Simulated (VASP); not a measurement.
# SnO2 (P-1) in VASP: notebook, part 2 of 3

VASP 6.6.1. The steps go on from the part before.

### Step 4. Single point, PBE+D3(BJ) (mode 4 frozen in at -0.352 Å and mode 5 at -0.109 Å (largest displacements))

Input file INCAR:

```
SYSTEM = SnO2
  PREC = Accurate
  ENCUT = 520
  EDIFF = 1E-6
  ISMEAR = 0
  SIGMA = 0.05
  LREAL = .False.
  LASPH = .True.
  NELM = 100
  ALGO = Normal
  ISIF = 2
  LWAVE = .False.
  LCHARG = .True.
  GGA = PE
  IVDW = 12
  LELF = .True.
  LVHAR = .True.
  NBANDS = 35
```

Input file KPOINTS:

```
Automatic mesh
0
Gamma
  8 6 6
  0 0 0
```

Input file POSCAR:

```
SnO2
1.0
    1.6186264610     -2.8035432689      0.0000000000
    1.6186264610      0.9345144230      4.2918257460
   -4.8558793830     -2.8035432689      0.0000000000
Sn O
2 4
Direct
    0.5336087425      0.4180356397     -0.0250859565
   -0.0336087425      0.5819643603      0.5250859565
    0.4840600750      0.7612893544      0.7856800509
    1.0159399250      0.7003107614      0.2015199877
    0.4840600750      0.2996892386      0.2984800123
    1.0159399250      0.2387106456      0.7143199491
```

Potentials or basis: VASP PAW PBE potentials, release 64 (Sn_d, O).

Run with:

```console
$ cat potpaw_PBE.64/Sn_d/POTCAR potpaw_PBE.64/O/POTCAR > POTCAR
$ mpirun -np 1 vasp_std > vasp.out
```

OUTCAR:

```text
SYSTEM = SnO2
   PREC = Accurate
   ENCUT = 520
   EDIFF = 1E-6
   ISMEAR = 0
   LREAL = .False.
   LASPH = .True.
   NELM = 100
   ISIF = 2
   GGA = PE
   IVDW = 12
 IVDW          = 12

 ion  position               nearest neighbor table
   1  0.534  0.418  0.975-   6 2.07   5 2.10   4 2.11   6 2.16   4 2.20   3 2.26   3 2.83   2 3.19
                             2 3.23   2 3.40   2 3.44
   2  0.966  0.582  0.525-   3 2.07   4 2.10   5 2.11   3 2.16   5 2.20   6 2.26   6 2.83   1 3.19
                             1 3.23   1 3.40   1 3.44
   3  0.484  0.761  0.786-   2 2.07   2 2.16   1 2.26   1 2.83
   4  0.016  0.700  0.202-   2 2.10   1 2.11   1 2.20
   5  0.484  0.300  0.298-   1 2.10   2 2.11   2 2.20
   6  0.016  0.239  0.714-   1 2.07   1 2.16   2 2.26   2 2.83

  LATTYP: Found a simple monoclinic cell.
 ALAT       =     4.6811363002
 B/A-ratio  =     0.6915528014
 C/A-ratio  =     1.1978045881
 COS(beta)  =    -0.3992681960

  Lattice vectors:

 A1 = (   1.6186264610,   0.9345144230,   4.2918257460)
 A2 = (  -1.6186264610,   2.8035432689,   0.0000000000)
 A3 = (  -4.8558793830,  -2.8035432689,   0.0000000000)

[... 187 lines left out ...]
 cond. band min:       5.9444944744   @ k =   0.0000   0.0000   0.0000
 fundamental gap:      0.7522831534
 Fermi energy:         5.4047250781

 k-point     1 :       0.0000    0.0000    0.0000
  band No.  band energies     occupation
      1     -15.7834      2.00000
      2     -15.3673      2.00000
      3     -15.2107      2.00000
      4     -15.1835      2.00000
      5     -15.1706      2.00000
      6     -15.1290      2.00000
[... 901 lines left out ...]
     34      16.3898      0.00000
     35      17.6537      0.00000

 [... further k-points ...]

------------------------ aborting loop because EDIFF is reached ----------------------------------------

 Edisp (eV)   -1.20638

 E8    (eV) :    -0.4794

  FORCE on cell =-STRESS in cart. coord.  units (eV):
  Direction    XX          YY          ZZ          XY          YZ          ZX
  --------------------------------------------------------------------------------------
  -------------------------------------------------------------------------------------
  Total      -1.26699    -1.31138    -3.07396    -0.31160    -0.15389    -0.29991
  in kB     -26.05727   -26.97024   -63.21980    -6.40839    -3.16498    -6.16798
  external pressure =      -38.75 kB  Pullay stress =        0.00 kB

 VOLUME and BASIS-vectors are now :
 -----------------------------------------------------------------------------
  energy-cutoff  :      520.00
  volume of cell :       77.90
      direct lattice vectors                 reciprocal lattice vectors
     1.618626461 -2.803543269  0.000000000     0.154451942 -0.267518611  0.000000000
     1.618626461  0.934514423  4.291825746     0.000000000  0.000000000  0.233001072
    -4.855879383 -2.803543269  0.000000000    -0.154451942 -0.089172870  0.077667024

 POSITION                                       TOTAL-FORCE (eV/Angst)
 -----------------------------------------------------------------------------------
     -3.19371     -3.83855      1.79414        -0.923096      0.767363      0.719709
     -0.04354     -3.63757      2.49769         0.923096     -0.767363     -0.719709
     -1.79941     -2.84834      3.26732         0.250173      0.125566     -0.010805
      0.18079      0.04479      3.00561        -0.235605      0.085636     -0.218006
     -0.18079     -1.91382      1.28621         0.235605     -0.085636      0.218006
     -3.05647     -1.82424      1.02450        -0.250173     -0.125566      0.010805
 -----------------------------------------------------------------------------------
    total drift:                                0.000000      0.000000      0.000000

  FREE ENERGIE OF THE ION-ELECTRON SYSTEM (eV)
  ---------------------------------------------------
  free  energy   TOTEN  =       -37.1098574911 eV

  energy  without entropy=      -37.1098574911  energy(sigma->0) =      -37.10985749
```

OSZICAR:

```text
N       E                     dE             d eps       ncg     rms          rms(c)
DAV:   1     0.636334383680E+03    0.63633E+03   -0.26005E+04 11546   0.231E+03
DAV:   2     0.627474915241E+02   -0.57359E+03   -0.54160E+03 11080   0.613E+02
DAV:   3    -0.365624111678E+02   -0.99310E+02   -0.97161E+02 11446   0.209E+02
DAV:   4    -0.417330885547E+02   -0.51707E+01   -0.51314E+01 12792   0.523E+01
DAV:   5    -0.418577418189E+02   -0.12465E+00   -0.12449E+00 12158   0.871E+00    0.149E+01
DAV:   6    -0.358659673868E+02    0.59918E+01   -0.17035E+01 16814   0.672E+01    0.586E+00
DAV:   7    -0.359475902967E+02   -0.81623E-01   -0.21576E+00 11211   0.861E+00    0.304E+00
DAV:   8    -0.359117571669E+02    0.35833E-01   -0.23570E-01 15015   0.394E+00    0.821E-01
DAV:   9    -0.359019698937E+02    0.97873E-02   -0.33081E-02 16447   0.269E+00    0.148E-01
DAV:  10    -0.359029900332E+02   -0.10201E-02   -0.62916E-03 11268   0.524E-01    0.112E-01
DAV:  11    -0.359034740012E+02   -0.48397E-03   -0.83462E-04 14118   0.285E-01    0.385E-02
DAV:  12    -0.359034697777E+02    0.42235E-05   -0.11830E-04 15729   0.109E-01    0.118E-02
DAV:  13    -0.359034801181E+02   -0.10340E-04   -0.35558E-05 11229   0.407E-02    0.546E-03
DAV:  14    -0.359034797345E+02    0.38360E-06   -0.13408E-06  9483   0.111E-02
   1 F= -.37109857E+02 E0= -.37109857E+02  d E =-.146791E-11
```

stdout:

```text
POSCAR found type information on POSCAR SnO
 POSCAR found :  2 types and       6 ions
 scaLAPACK will be used
 LDA part: xc-table for (Slater+PW92), standard interpolation
 POSCAR, INCAR and KPOINTS ok, starting setup
 FFT: planning ... GRIDC
 FFT: planning ... GRID_SOFT
 FFT: planning ... GRID
 WAVECAR not read
 entering main loop
```

Wall time 2.7 min (1 thread of AMD EPYC 9R45 (Zen 5), shared host); peak memory 0.39 GiB.

Results:

```yaml
Free_energy: -37.1099 eV
Pressure: -3.9 GPa
Largest_force: 1.400 eV/Å
Band_gap_on_the_k_mesh: 0.75 eV, indirect (least direct gap 0.87 eV)
Dispersion_energy_per_atom: -0.201 eV
```

Forces in eV/Å, atoms in the order of the input:
```
Sn  -0.923  0.767  0.720
Sn   0.923 -0.767 -0.720
O    0.250  0.126 -0.011
O   -0.236  0.086 -0.218
O    0.236 -0.086  0.218
O   -0.250 -0.126  0.011
```

Levels at points of the mesh, in eV from the valence-band top:
```
           k point  band 24  band 25  band 26  band 27  band 28  band 29
(0.00, 0.00, 0.00)    -0.79    -0.70    -0.12     0.75     3.65     5.52
(0.50, 0.00, 0.00)    -1.10    -0.41    -0.31     4.35     4.61     7.68
(0.00, 0.50, 0.00)    -1.21    -1.09    -0.75     2.99     4.06     5.86
(0.50, 0.50, 0.00)    -1.16    -0.45    -0.32     4.77     4.90     7.43
(0.00, 0.00, 0.50)    -0.76    -0.70     0.00     2.98     3.50     6.37
(0.50, 0.00, 0.50)    -1.29    -1.09    -0.91     4.27     4.29     7.20
(0.00, 0.50, 0.50)    -0.83    -0.65    -0.62     3.51     4.06     6.64
(0.50, 0.50, 0.50)    -0.77    -0.39    -0.33     3.96     4.16     5.90
```

Caveat: the cell differs from its parent crystal (mode 4 frozen in at -0.352 Å and mode 5 at -0.109 Å (largest displacements)); spin-orbit coupling is left out, which moves the levels of the heavy elements; forces of over 1 eV/Å act on the atoms, so gaps and moduli don't describe the material at rest. A k mesh can miss the band edges.

[end of part 2 of 3]
